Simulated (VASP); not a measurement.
# W (I4/mmm) in VASP: further runs, part 2 of 2

VASP 6.6.1. The steps go on from the part before.

## Step 3: Single point, PBEsol (strain +0.0500 x Voigt [0, 1, 0, 0, 0, 0])

File INCAR:

```
SYSTEM = W
PREC = Accurate ; ENCUT = 520
EDIFF = 1E-6 ; ISMEAR = 0
SIGMA = 0.15 ; LREAL = .False.
LASPH = .True. ; NELM = 100
ALGO = Fast ; ISIF = 2
LWAVE = .False. ; LCHARG = .True.
GGA = PS ; LELF = .True.
LVHAR = .True. ; NBANDS = 13
```

File KPOINTS:

```
regular mesh
0
Gamma
  20 20 20
  0 0 0
```

File POSCAR:

```
W
1.0
    0.0000000000      2.1315000000      2.0300000000
    2.0300000000      0.0000000000      2.0300000000
    2.0300000000      2.1315000000      0.0000000000
W
1
Direct
    0.0000000000      0.0000000000      0.0000000000
```

Potentials or basis: VASP PAW PBE potentials, release 64 (W_sv).

The run is started by

```
$ cat potpaw_PBE.64/W_sv/POTCAR > POTCAR
$ mpirun -np 1 vasp_std > vasp.out
```

OUTCAR:

```text
SYSTEM = W
   PREC = Accurate
   ENCUT = 520
   EDIFF = 1E-6
   ISMEAR = 0
   LREAL = .False.
   LASPH = .True.
   NELM = 100
   ISIF = 2
   GGA = PS

 ion  position               nearest neighbor table
   1  0.000  0.000  0.000-

  LATTYP: Found a body centered tetragonal cell.
 ALAT       =     2.8708535316
 C/A-ratio  =     1.4849242405

  Lattice vectors:

 A1 = (   0.0000000000,  -2.1315000000,   2.0300000000)
 A2 = (   0.0000000000,  -2.1315000000,  -2.0300000000)
 A3 = (   2.0300000000,   2.1315000000,   0.0000000000)

Analysis of symmetry for initial positions (statically):
=====================================================================
 Subroutine PRICEL returns:
 Original cell was already a primitive cell.

 Routine SETGRP: Setting up the symmetry group for a
 body centered tetragonal supercell.

 Subroutine GETGRP returns: Found 16 space group operations
 (whereof 16 operations were pure point group operations)
 out of a pool of 16 trial point group operations.

The static configuration has the point symmetry D_4h.

Analysis of symmetry for dynamics (positions and initial velocities):
=====================================================================
 Subroutine PRICEL returns:
 Original cell was already a primitive cell.

 Routine SETGRP: Setting up the symmetry group for a
 body centered tetragonal supercell.

 Subroutine GETGRP returns: Found 16 space group operations
 (whereof 16 operations were pure point group operations)
 out of a pool of 16 trial point group operations.

The dynamic configuration has the point symmetry D_4h.

 Subroutine INISYM returns: Found 16 space group operations
 (whereof 16 operations are pure point group operations),
 and found     1 'primitive' translations

[... 113 lines left out ...]
  volume/ion in A,a.u.               =      17.57       118.55
  Fermi-wavevector in a.u.,A,eV,Ry     =   1.517802  2.868229 31.344041  2.303722
  Thomas-Fermi vector in A             =   2.627008
   LORBIT       =      0    0 simple, 1 ext, 2 COOP (PROOUT), +10 PAW based schemes
   GGA     = PS    functional components
   LHFCALC =     F    Hartree Fock is set to
   AEXX    =    0.0000 exact exchange contribution
   IVDW    =     0    specifies the selected vdW correction
   LEPSILON=     F    determine dielectric tensor
   LRPA    =     F    only Hartree local field effects (RPA)
 non-spin polarized calculation
 RMM-DIIS sequential band-by-band and
 Gauss-broadening in eV      SIGMA  =   0.15
  energy-cutoff  :      520.00
  volume of cell :       17.57
 maximum number of plane-waves:       493
 NGX is ok and might be reduce to    24
   NGX = 11   NGY = 11   NGZ = 11

 number of electron      13.9999998 magnetization

 Free energy of the ion-electron system (eV)
  ---------------------------------------------------
  ext. energy  EPLUGINS =         0.00000000
  ---------------------------------------------------
  free energy    TOTEN  =       -13.21525610 eV

  energy without entropy =      -13.20091892  energy(sigma->0) =      -13.20808751

 E-fermi :   9.4727     XC(G=0): -13.1807

 val. band max:        9.4707689976   @ k =   0.3000   0.1000   0.0500
 cond. band min:       9.4748006588   @ k =   0.1500   0.0500  -0.0000
 fundamental gap:      0.0040316612
 Fermi energy:         9.4727017397

 k-point     1 :       0.0000    0.0000    0.0000
  band No.  band energies     occupation
      1     -64.3682      2.00000
      2     -28.0970      2.00000
      3     -28.0529      2.00000
      4     -28.0529      2.00000
      5       0.7675      2.00000
      6       8.5314      2.00000
      7       9.1427      1.99814
      8       9.1427      1.99814
      9      11.2710      0.00000
     10      12.1748      0.00000
     11      22.1824      0.00000
     12      26.0759      0.00000
     13      27.4864      0.00000
[... 354 lines left out ...]
  band No.  band energies     occupation
      1     -64.3021      2.00000
      2     -28.8282      2.00000
      3     -28.2168      2.00000
      4     -28.1471      2.00000
      5       4.0231      2.00000
      6       8.4861      2.00000
      7       8.7000      2.00000
      8       9.2611      1.95395
      9      12.7642      0.00000
     10      13.4796      0.00000
     11      20.3911      0.00000
     12      23.3487      0.00000
     13      28.6427      0.00000

 [... further k-points ...]
[... 5 lines left out ...]
  --------------------------------------------------------------------------------------
  -------------------------------------------------------------------------------------
  Total       -2.9112441     -1.8496079     -2.9112441      0.0000000     -0.0000000      0.0000000
  in kB     -265.5105605   -168.6874747   -265.5105605      0.0000000     -0.0000000      0.0000000
  external PRESSURE =    -233.2361986 kB  Pullay stress =       0.0000000 kB

 VOLUME and BASIS-vectors are now :
 -----------------------------------------------------------------------------
  energy-cutoff  :      520.00
  volume of cell :       17.57
      direct lattice vectors                 reciprocal lattice vectors
     0.000000000  2.131500000  2.030000000    -0.246305419  0.234576589  0.246305419
     2.030000000  0.000000000  2.030000000     0.246305419 -0.234576589  0.246305419
     2.030000000  2.131500000  0.000000000     0.246305419  0.234576589 -0.246305419

 POSITION                                       TOTAL-FORCE (eV/Angst)
 -----------------------------------------------------------------------------------
      0.00000      0.00000      0.00000         0.000000     -0.000000     -0.000000
 -----------------------------------------------------------------------------------
    total drift:                               -0.000000     -0.000000     -0.000000

  FREE ENERGIE OF THE ION-ELECTRON SYSTEM (eV)
  ---------------------------------------------------
  free  energy   TOTEN  =       -13.2152560979 eV

  energy  without entropy=      -13.2009189201  energy(sigma->0) =      -13.20808751
```

OSZICAR:

```text
N       E                     dE             d eps       ncg     rms          rms(c)
DAV:   1     0.848149193156E+02    0.84815E+02   -0.74571E+03 16727   0.120E+03
DAV:   2    -0.122332729378E+02   -0.97048E+02   -0.93486E+02 18591   0.315E+02
DAV:   3    -0.139785532666E+02   -0.17453E+01   -0.17353E+01 18501   0.407E+01
DAV:   4    -0.139868488798E+02   -0.82956E-02   -0.82952E-02 18516   0.308E+00
DAV:   5    -0.139869270238E+02   -0.78144E-04   -0.78145E-04 18766   0.285E-01    0.174E+01
RMM:   6    -0.133616708152E+02    0.62526E+00   -0.53424E-01 18089   0.656E+00    0.656E+00
RMM:   7    -0.132194411191E+02    0.14223E+00   -0.32938E-01 18165   0.509E+00    0.990E-01
RMM:   8    -0.132157371077E+02    0.37040E-02   -0.13450E-02 20540   0.121E+00    0.234E-01
RMM:   9    -0.132152778116E+02    0.45930E-03   -0.17641E-03 20125   0.477E-01    0.420E-02
RMM:  10    -0.132152587740E+02    0.19038E-04   -0.29472E-04 20900   0.202E-01    0.212E-02
RMM:  11    -0.132152558587E+02    0.29152E-05   -0.25313E-05 21427   0.637E-02    0.281E-03
RMM:  12    -0.132152560979E+02   -0.23912E-06   -0.63065E-06 18198   0.292E-02
   1 F= -.13215256E+02 E0= -.13208088E+02  d E =-.143372E-01
```

stdout:

```text
POSCAR found type information on POSCAR W
 POSCAR found :  1 types and       1 ions
 scaLAPACK will be used
 -----------------------------------------------------------------------------
|                                                                             |
|                                                                             |
|     You enforced a specific xc type in the INCAR file but a different       |
|     I HOPE YOU KNOW WHAT YOU ARE DOING!                                     |
|                                                                             |
 -----------------------------------------------------------------------------

 LDA part: xc-table for (Slater+PW92), standard interpolation
 POSCAR, INCAR and KPOINTS ok, starting setup
 FFT: planning ... GRIDC
 FFT: planning ... GRID_SOFT
 FFT: planning ... GRID
 WAVECAR not read
 entering main loop
```

Wall time 4.7 min (1 thread of AMD EPYC 7R13, shared host); peak memory 0.22 GiB.

Results:

| Property | Result |
| --- | --- |
| Free energy | -13.2153 eV |
| Pressure | -23.3 GPa |
| Band gap on the k mesh | zero (band 7 reaches 12.44 eV, above the bottom of band 8 at 9.05 eV) |

Stress tensor (GPa, compression positive):
```
-26.55   0.00   0.00
  0.00 -16.87   0.00
  0.00   0.00 -26.55
```

Levels at points of the mesh, in eV from the Fermi level:
| k point | band 3 | band 4 | band 5 | band 6 | band 7 | band 8 | band 9 | band 10 | band 11 | band 12 |
| --- | --- | --- | --- | --- | --- | --- | --- | --- | --- | --- |
| (0.00, 0.00, 0.00) | -37.53 | -37.53 | -8.71 | -0.94 | -0.33 | -0.33 | 1.80 | 2.70 | 12.71 | 16.60 |
| (0.50, 0.00, 0.00) | -37.71 | -37.62 | -5.31 | -1.07 | -0.41 | 0.42 | 4.34 | 4.69 | 9.26 | 12.25 |
| (0.50, 0.50, 0.00) | -37.94 | -37.87 | -5.08 | -4.19 | 2.97 | 4.39 | 4.82 | 5.55 | 10.58 | 11.19 |
| (0.50, 0.00, 0.50) | -37.81 | -37.81 | -5.15 | -4.10 | 2.06 | 4.54 | 5.13 | 5.13 | 10.93 | 11.61 |

Caveat: the cell differs from its parent crystal (strain +0.0500 x Voigt [0, 1, 0, 0, 0, 0]); the PAW data sets were made with another functional, which shifts forces and pressure a little; spin-orbit coupling is left out, which moves the levels of the heavy elements.

## Step 4: Single point, PBEsol (strain +0.0750 x Voigt [0, 1, 0, 0, 0, 0])

File INCAR:

```
PREC = Accurate
ENCUT = 520
EDIFF = 1E-6
ISMEAR = 0
SIGMA = 0.15
LREAL = False
LASPH = True
NELM = 60
ALGO = Fast
ISIF = 2
LWAVE = False
LCHARG = False
GGA = PS
NBANDS = 13
```

File KPOINTS:

```
regular mesh
0
Gamma
  20 20 20
```

File POSCAR:

```
W
1.0
    0.0000000000      2.1822500000      2.0300000000
    2.0300000000      0.0000000000      2.0300000000
    2.0300000000      2.1822500000      0.0000000000
W
1
Direct
    0.0000000000      0.0000000000      0.0000000000
```

The run is started by

```
$ cat potpaw_PBE.64/W_sv/POTCAR > POTCAR
$ mpirun -np 1 vasp_std > vasp.out
```

Run time: 4.6 min. Hardware: 1 thread of AMD EPYC 7R13, shared host; peak memory 0.23 GiB.

The run converged. Its results:

```yaml
Free_energy: -13.1668 eV
Pressure: -27.8 GPa
Band_gap_on_the_k_mesh: zero (band 7 reaches 12.18 eV, above the bottom of band 8 at 8.82 eV)
```

Stress tensor (GPa, compression positive):
```
-31.55   0.00   0.00
  0.00 -20.41   0.00
  0.00   0.00 -31.55
```

Levels at points of the mesh, in eV from the Fermi level:
| k point | band 4 | band 5 | band 6 | band 7 | band 8 | band 9 | band 10 | band 11 |
| --- | --- | --- | --- | --- | --- | --- | --- | --- |
| (0.00, 0.00, 0.00) | -37.64 | -8.63 | -1.14 | -0.24 | -0.24 | 1.45 | 2.76 | 12.67 |
| (0.50, 0.00, 0.00) | -37.71 | -5.24 | -1.22 | -0.28 | 0.33 | 4.06 | 4.53 | 8.92 |
| (0.50, 0.50, 0.00) | -37.97 | -4.96 | -4.10 | 2.96 | 4.12 | 4.42 | 5.48 | 10.15 |
| (0.50, 0.00, 0.50) | -37.88 | -5.08 | -4.00 | 1.66 | 4.37 | 4.88 | 4.88 | 10.18 |

Caveat: the cell differs from its parent crystal (strain +0.0750 x Voigt [0, 1, 0, 0, 0, 0]); the PAW data sets were made with another functional, which shifts forces and pressure a little; spin-orbit coupling is left out, which moves the levels of the heavy elements.

## Step 5: Overview

```csv
cell,gap on the mesh (eV),pressure (GPa)
"a = 2.907, b = 2.871 Å, angles 60.4, 59.2, 60.4°, 1 atom",none,-18.1
"a = 2.943, b = 2.871 Å, angles 60.8, 58.4, 60.8°, 1 atom",none,-23.3
"a = 2.980, b = 2.871 Å, angles 61.2, 57.6, 61.2°, 1 atom",none,-27.8
```

Alike in all rows: task single point; level PBEsol; potentials or basis VASP PAW PBE potentials, release 64 (W_sv); no spin polarisation; k mesh 20 × 20 × 20; cutoff (eV) 520; smearing gaussian 0.15 eV.

Caveats: the PAW data sets were made with another functional, which shifts forces and pressure a little; spin-orbit coupling is left out, which moves the levels of the heavy elements.

Absolute energies hang on the potentials; compare differences alone.
